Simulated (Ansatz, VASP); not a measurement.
Two plane-wave programs on TaIr2PtAu3

File INCAR:

```
SYSTEM = TaIr2PtAu3
  PREC = Accurate
  ENCUT = 600
  EDIFF = 1E-6
  ISMEAR = 0
  SIGMA = 0.1
  LREAL = .FALSE.
  LASPH = .TRUE.
  NELM = 80
  ALGO = Fast
  ISIF = 3
  LWAVE = .FALSE.
  LCHARG = .FALSE.
  GGA = PE
  IBRION = 2
  NSW = 100
  EDIFFG = -0.01
```

The input KPOINTS:

```
Automatic mesh
0
G
  8 8 4
  0 0 0
```

The input POSCAR:

```
TaIr2PtAu3
1.0
    3.9151836247      0.0000000000      0.0000000000
    0.0000000000      3.9151836247      0.0000000000
    0.0000000000      0.0000000000      8.2160806827
Ta Ir Pt Au
1 2 1 3
Direct
    0.0000000000      0.0000000000      0.9276661537
    0.5000000000      0.0000000000      0.1266938688
    0.0000000000      0.5000000000      0.1266938688
    0.5000000000      0.5000000000      0.3686789119
    0.0000000000      0.0000000000      0.3992762093
    0.5000000000      0.0000000000      0.6673838238
    0.0000000000      0.5000000000      0.6673838238
```

Input for Ansatz:

```yaml
crystal:
  lattice:
    - [3.9151836247, 0.0, 0.0]
    - [0.0, 3.9151836247, 0.0]
    - [0.0, 0.0, 8.2160806827]
  atoms:
    - { symbol: Ta, position: [0.0, 0.0, 0.9276661537] }
    - { symbol: Ir, position: [0.5, 0.0, 0.1266938688] }
    - { symbol: Ir, position: [0.0, 0.5, 0.1266938688] }
    - { symbol: Pt, position: [0.5, 0.5, 0.3686789119] }
    - { symbol: Au, position: [0.0, 0.0, 0.3992762093] }
    - { symbol: Au, position: [0.5, 0.0, 0.6673838238] }
    - { symbol: Au, position: [0.0, 0.5, 0.6673838238] }
basis:
  ecutwfc: 420
kpoints:
  mp_grid: { grid: [8, 8, 4] }
hamiltonian:
  xc: pbe
scf:
  occupations: { method: gaussian, width: 0.1 }
output:
  forces: true
  stress: true
  eigenvalues: true
relax:
  adjacent_minimum: "off"
  f_tol: 0.01
  max_steps: 80
  cell: { stress_tol: 0.05 }
```

Alike in both runs: task relaxation of cell and atoms; functional PBE; k mesh 8 × 8 × 4; occupations gaussian, width 0.1 eV; no spin polarisation.

|  | VASP | Ansatz |
| --- | --- | --- |
| version | VASP 6.6.1 | Ansatz 0.2.0 |
| potentials or method | VASP PAW PBE potentials, release 64 (Ta_pv, Ir, Pt, Au), cutoff 600 eV | scalar-relativistic, plane waves, PAW |
| valence electrons in the cell | 72 | 122 |

```csv
,VASP,Ansatz,Ansatz less VASP
"gap on the k mesh at the Fermi level, each at its own relaxed structure (eV)",none,none,-
relaxed volume (Å³/atom),17.91,17.91,+0.005
relaxed length of the cell vector where the two differ most in proportion (Å),8.158,8.163,+0.0052
```

A gap of «none» marks a metal or a gap that the smearing closes. VASP's potentials hold 72 valence electrons a cell and Ansatz's 122, so a difference there can come from the potentials and not from the codes.

Neither program's run includes spin-orbit coupling.
